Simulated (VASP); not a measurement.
# Cs (Pm-3m) in VASP: single point with PBE

Aim: the single point of Cs with PBE.

Program: VASP 6.6.1. These are calculated values, not measurements. Logs are shortened: lines on timing, memory, paths and dates and some standing lists are left out, and cuts for length are marked.

## 1. The cell of the first run

The structure is cubic, space group Pm-3m (No. 221). Conventional cell: a = 5.034 Å, b = 5.034 Å, c = 5.034 Å, α = 90.00°, β = 90.00°, γ = 90.00°.

## 2. Single point, PBE

INCAR

```
SYSTEM = Cs
ALGO = Normal
EDIFF = 1E-6
ENCUT = 520
GGA = PE
ISIF = 2
ISMEAR = -1
LASPH = .True.
LCHARG = .True.
LELF = .True.
LREAL = .False.
LVHAR = .True.
LWAVE = .False.
NBANDS = 10
NELM = 80
PREC = Accurate
SIGMA = 0.13605693000000002
```

KPOINTS

```
k-points
0
Gamma
  8 8 8
  0 0 0
```

POSCAR

```
Cs
1.0
    5.0340213183      0.0000000000      0.0000000000
    0.0000000000      5.0340213183      0.0000000000
    0.0000000000      0.0000000000      5.0340213183
Cs
1
Direct
    0.0000000000      0.0000000000      0.0000000000
```

Potentials or basis: VASP PAW PBE potentials, release 64 (Cs_sv).

Started as:

```
cat potpaw_PBE.64/Cs_sv/POTCAR > POTCAR
mpirun -np 1 vasp_std > vasp.out
```

OUTCAR:

```text
SYSTEM = Cs
   EDIFF = 1E-6
   ENCUT = 520
   GGA = PE
   ISIF = 2
   ISMEAR = -1
   LASPH = .True.
   LREAL = .False.
   NELM = 80
   PREC = Accurate

 ion  position               nearest neighbor table
   1  0.000  0.000  0.000-

  LATTYP: Found a simple cubic cell.
 ALAT       =     5.0340213183

  Lattice vectors:

 A1 = (   5.0340213183,   0.0000000000,   0.0000000000)
 A2 = (   0.0000000000,   5.0340213183,   0.0000000000)
 A3 = (   0.0000000000,   0.0000000000,   5.0340213183)

Analysis of symmetry for initial positions (statically):
=====================================================================
 Subroutine PRICEL returns:
 Original cell was already a primitive cell.

 Routine SETGRP: Setting up the symmetry group for a
 simple cubic supercell.

 Subroutine GETGRP returns: Found 48 space group operations
 (whereof 48 operations were pure point group operations)
 out of a pool of 48 trial point group operations.

The static configuration has the point symmetry O_h .

Analysis of symmetry for dynamics (positions and initial velocities):
=====================================================================
 Subroutine PRICEL returns:
 Original cell was already a primitive cell.

 Routine SETGRP: Setting up the symmetry group for a
 simple cubic supercell.

 Subroutine GETGRP returns: Found 48 space group operations
 (whereof 48 operations were pure point group operations)
 out of a pool of 48 trial point group operations.

The dynamic configuration has the point symmetry O_h .

 Subroutine INISYM returns: Found 48 space group operations
 (whereof 48 operations are pure point group operations),
 and found     1 'primitive' translations

----------------------------------------------------------------------------------------

                                     Primitive cell

  volume of cell :     127.5690

  direct lattice vectors                    reciprocal lattice vectors
     5.034021318  0.000000000  0.000000000     0.198648344  0.000000000  0.000000000
     0.000000000  5.034021318  0.000000000     0.000000000  0.198648344  0.000000000
     0.000000000  0.000000000  5.034021318     0.000000000  0.000000000  0.198648344

  length of vectors
     5.034021318  5.034021318  5.034021318     0.198648344  0.198648344  0.198648344

  position of ions in fractional coordinates (direct lattice)
     0.000000000  0.000000000  0.000000000

  ion indices of the primitive-cell ions
   primitive index   ion index
                 1           1

----------------------------------------------------------------------------------------

 KPOINTS: k-points

Automatic generation of k-mesh.
 Grid dimensions read from file:
 generate k-points for:    8    8    8

 Generating k-lattice:

  Cartesian coordinates                     Fractional coordinates (reciprocal lattice)
     0.024831043  0.000000000  0.000000000     0.125000000  0.000000000  0.000000000
     0.000000000  0.024831043  0.000000000     0.000000000  0.125000000  0.000000000
     0.000000000  0.000000000  0.024831043     0.000000000  0.000000000  0.125000000

  Length of vectors
     0.024831043  0.024831043  0.024831043

  Shift w.r.t. Gamma in fractional coordinates (k-lattice)
     0.000000000  0.000000000  0.000000000

 Subroutine IBZKPT returns following result:
 ===========================================

 Found     35 irreducible k-points:

 Following reciprocal coordinates:
            Coordinates               Weight
  0.000000  0.000000  0.000000      1.000000
  0.125000  0.000000  0.000000      6.000000
  0.250000  0.000000  0.000000      6.000000
  0.375000  0.000000  0.000000      6.000000
  0.500000  0.000000  0.000000      3.000000
  0.125000  0.125000  0.000000     12.000000
[... 16 lines left out ...]
  0.375000  0.375000  0.125000     24.000000
  0.500000  0.375000  0.125000     24.000000
 [... further k-points ...]
   k-points           NKPTS =     35   k-points in BZ     NKDIM =     35   number of bands    NBANDS=     10
   number of dos      NEDOS =    301   number of ions     NIONS =      1
   total plane-waves  NPLWV =  64000
   dimension x,y,z NGX =    40 NGY =   40 NGZ =   40
   dimension x,y,z NGXF=    80 NGYF=   80 NGZF=   80
   ions per type =               1
   NGX,Y,Z   is equivalent  to a cutoff of  13.21, 13.21, 13.21 a.u.
   NGXF,Y,Z  is equivalent  to a cutoff of  26.42, 26.42, 26.42 a.u.
 SYSTEM =  Cs
   PREC   = accura    normal or accurate (medium, high low for compatibility)
   ISTART =      0    job   : 0-new  1-cont  2-samecut
   ICHARG =      2    charge: 1-file 2-atom 10-const
   ISPIN  =      1    spin polarized calculation?
   LNONCOLLINEAR =      F non collinear calculations
   LSORBIT =      F    spin-orbit coupling
   LASPH  =      T    aspherical Exc in radial PAW
   ENCUT  =  520.0 eV  38.22 Ry    6.18 a.u.   9.36  9.36  9.36*2*pi/ulx,y,z
   NELM   =     80;   NELMIN=  2; NELMDL= -5     # of ELM steps
   EDIFF  = 0.1E-05   stopping-criterion for ELM
   LREAL  =      F    real-space projection
   EDIFFG = 0.1E-04   stopping-criterion for IOM
   NSW    =      0    number of steps for IOM
   IBRION =     -1    ionic relax: 0-MD 1-quasi-New 2-CG
   NFREE  =      0    steps in history (QN), initial steepest desc. (CG)
   ISIF   =      2    stress and relaxation
   ISYM   =      2    0-nonsym 1-usesym 2-fastsym
   POTIM  = 0.5000    time-step for ionic-motion
   TEBEG  =    0.0;   TEEND  =   0.0 temperature during run
   PSTRESS=    0.0 pullay stress
   NELECT =       9.0000    total number of electrons
   NUPDOWN=      -1.0000    fix difference up-down
   EMIN   =  10.00;   EMAX   =-10.00  energy-range for DOS
   EFERMI =   0.00;   METHOD = LEGACY
   ISMEAR =    -1;   SIGMA  =   0.14  broadening in eV -4-tet -1-fermi 0-gaus
   EFERMI_NEDOS =   21; number of points for ismear=-14 and -15
   IALGO  =     38    algorithm
   IMIX   =      4    mixing-type and parameters
     AMIX     =   0.40;   BMIX     =  1.00
     AMIX_MAG =   1.60;   BMIX_MAG =  1.00
  volume/ion in A,a.u.               =     127.57       860.88
  Fermi-wavevector in a.u.,A,eV,Ry     =   0.676458  1.278320  6.225957  0.457595
  Thomas-Fermi vector in A             =   1.753776
   LORBIT       =      0    0 simple, 1 ext, 2 COOP (PROOUT), +10 PAW based schemes
   GGA     = PE    functional components
   LHFCALC =     F    Hartree Fock is set to
   AEXX    =    0.0000 exact exchange contribution
   IVDW    =     0    specifies the selected vdW correction
   LEPSILON=     F    determine dielectric tensor
   LRPA    =     F    only Hartree local field effects (RPA)
 non-spin polarized calculation
  energy-cutoff  :      520.00
  volume of cell :      127.57
 maximum number of plane-waves:      3468
 NGX is ok and might be reduce to    40
   NGX = 19   NGY = 19   NGZ = 19

 number of electron       9.0000000 magnetization

 Free energy of the ion-electron system (eV)
  ---------------------------------------------------
  ext. energy  EPLUGINS =         0.00000000
  ---------------------------------------------------
  free energy    TOTEN  =        -0.79419429 eV

  energy without entropy =       -0.72138700  energy(sigma->0) =       -0.75779065

 E-fermi :   0.2244     XC(G=0):  -5.1418

 val. band max:        0.1784516333   @ k =   0.5000   0.1250   0.0000
 cond. band min:       0.3242779510   @ k =   0.5000   0.1250   0.1250
 fundamental gap:      0.1458263177
 Fermi energy:         0.2244363074

 k-point     1 :       0.0000    0.0000    0.0000
  band No.  band energies     occupation
      1     -23.8249      2.00000
      2     -10.5588      2.00000
      3     -10.5588      2.00000
      4     -10.5588      2.00000
      5      -1.3426      1.99998
      6       1.5887      0.00009
      7       1.5887      0.00009
      8       4.4353      0.00000
      9       4.4353      0.00000
     10       4.4353      0.00000

 k-point     2 :       0.1250    0.0000    0.0000
  band No.  band energies     occupation
      1     -23.8240      2.00000
      2     -10.5822      2.00000
      3     -10.5569      2.00000
      4     -10.5569      2.00000
      5      -1.2194      1.99995
      6       1.6165      0.00007
      7       1.6388      0.00006
      8       4.0239      0.00000
      9       4.0239      0.00000
     10       4.4728      0.00000

 k-point     3 :       0.2500    0.0000    0.0000
  band No.  band energies     occupation
      1     -23.8219      2.00000
      2     -10.6375      2.00000
      3     -10.5521      2.00000
      4     -10.5521      2.00000
      5      -0.8741      1.99938
      6       1.5208      0.00015
      7       1.7715      0.00002
      8       3.5185      0.00000
      9       3.5185      0.00000
     10       4.2055      0.00000

 k-point     4 :       0.3750    0.0000    0.0000
  band No.  band energies     occupation
      1     -23.8197      2.00000
      2     -10.6915      2.00000
      3     -10.5473      2.00000
      4     -10.5473      2.00000
      5      -0.3734      1.97560
      6       1.0716      0.00394
      7       1.9267      0.00001
      8       3.1829      0.00000
      9       3.1829      0.00000
     10       4.5680      0.00000
[... 222 lines left out ...]
 k-point    22 :       0.5000    0.2500    0.1250
  band No.  band energies     occupation
      1     -23.8149      2.00000
      2     -10.7009      2.00000
      3     -10.6185      2.00000
      4     -10.5608      2.00000
      5       0.6767      0.06952
      6       0.7144      0.05313
      7       2.2790      0.00000
      8       2.3572      0.00000
      9       3.3470      0.00000
     10       3.4988      0.00000

 k-point    23 :       0.3750    0.3750    0.1250
  band No.  band energies     occupation
      1     -23.8137      2.00000
      2     -10.6737      2.00000
      3     -10.6718      2.00000
      4     -10.5580      2.00000
      5       0.4896      0.24932
      6       1.3024      0.00072
      7       2.0063      0.00000
      8       2.4725      0.00000
      9       3.2521      0.00000
     10       3.4562      0.00000

 k-point    24 :       0.5000    0.3750    0.1250
  band No.  band energies     occupation
      1     -23.8128      2.00000
      2     -10.6939      2.00000
      3     -10.6700      2.00000
      4     -10.5560      2.00000
      5       0.6798      0.06800
      6       1.2265      0.00127
      7       2.0686      0.00000
      8       2.2921      0.00000
      9       3.4156      0.00000
     10       3.4782      0.00000

 [... further k-points ...]

------------------------ aborting loop because EDIFF is reached ----------------------------------------

  FORCE on cell =-STRESS in cart. coord.  units (eV):
  Direction    XX          YY          ZZ          XY          YZ          ZX
  --------------------------------------------------------------------------------------
  -------------------------------------------------------------------------------------
  Total       -0.0037070     -0.0037070     -0.0037070      0.0000000      0.0000000     -0.0000000
  in kB       -0.0465571     -0.0465571     -0.0465571      0.0000000      0.0000000     -0.0000000
  external PRESSURE =      -0.0465571 kB  Pullay stress =       0.0000000 kB

 VOLUME and BASIS-vectors are now :
 -----------------------------------------------------------------------------
  energy-cutoff  :      520.00
  volume of cell :      127.57
      direct lattice vectors                 reciprocal lattice vectors
     5.034021318  0.000000000  0.000000000     0.198648344  0.000000000  0.000000000
     0.000000000  5.034021318  0.000000000     0.000000000  0.198648344  0.000000000
     0.000000000  0.000000000  5.034021318     0.000000000  0.000000000  0.198648344

 POSITION                                       TOTAL-FORCE (eV/Angst)
 -----------------------------------------------------------------------------------
      0.00000      0.00000      0.00000         0.000000      0.000000      0.000000
 -----------------------------------------------------------------------------------
    total drift:                                0.000000     -0.000000     -0.000000

  FREE ENERGIE OF THE ION-ELECTRON SYSTEM (eV)
  ---------------------------------------------------
  free  energy   TOTEN  =        -0.7941942894 eV

  energy  without entropy=       -0.7213870011  energy(sigma->0) =       -0.75779065
```

It took 23 s on 1 thread of Intel Xeon Platinum 8375C at 2.90GHz (Ice Lake), shared host; peak memory 0.24 GiB.

Results:

| Item | Value |
| --- | --- |
| Free energy | -0.7942 eV |
| Pressure | 0.0 GPa |

Caveat: spin-orbit coupling is left out, which moves the levels of the heavy elements.
